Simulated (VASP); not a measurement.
## Sb: single point with PBE+D3(BJ)

The system is Sb.

```
Sb
1.0
     2.15420    1.24373    3.75800
    -2.15420    1.24373    3.75800
     0.00000   -2.48746    3.75800
Sb
2
Direct
  0.23349 0.23349 0.23349
  0.76651 0.76651 0.76651
```

```yaml
Program: VASP 6.6.1
Task: single point
Functional: PBE
Dispersion: D3(BJ)
Potentials_or_basis: VASP PAW PBE potentials, release 64 (Sb)
Cutoff: 520 eV
k_mesh: 6 × 6 × 6
Occupations: gaussian, width 0.1 eV
Spin: no spin polarisation
```

* Pressure: 0.2 GPa
* Largest force: 0.110 eV/Å
* Band gap on the k mesh: zero (band 5 reaches 7.35 eV, above the bottom of band 6 at 7.08 eV)
* Dispersion energy per atom: -0.473 eV

Forces in eV/Å, atoms in the order of the input:
```
Sb   0.000  0.000  0.110
Sb   0.000  0.000 -0.110
```

Stress tensor (GPa, compression positive):
```
 0.36  0.00  0.00
 0.00  0.36  0.00
 0.00  0.00 -0.03
```

Levels at points of the mesh, in eV from the Fermi level:
| k point | band 1 | band 2 | band 3 | band 4 | band 5 | band 6 | band 7 | band 8 | band 9 | band 10 |
| --- | --- | --- | --- | --- | --- | --- | --- | --- | --- | --- |
| (0.00, 0.00, 0.00) | -12.78 | -4.85 | -2.12 | -1.85 | -1.85 | 2.01 | 2.64 | 2.64 | 5.03 | 5.03 |
| (0.50, 0.00, 0.00) | -10.42 | -9.69 | -2.00 | -1.88 | -0.34 | -0.26 | 0.14 | 0.45 | 7.51 | 8.15 |
| (0.50, 0.50, 0.00) | -10.41 | -8.05 | -5.49 | -3.81 | -3.72 | 1.47 | 4.89 | 5.47 | 6.89 | 8.64 |
| (0.50, 0.50, 0.50) | -11.24 | -9.03 | -1.37 | -1.37 | -0.53 | 0.08 | 0.08 | 1.07 | 6.94 | 8.59 |

Run time: 30 s on 1 thread of AMD EPYC 7R43 64-Core Processor (Zen 3), on a shared host, peak memory 0.17 GiB.

Caveat: spin-orbit coupling is left out, which moves the levels of the heavy elements; pairwise dispersion overbinds metals, which lowers pressure and volume.
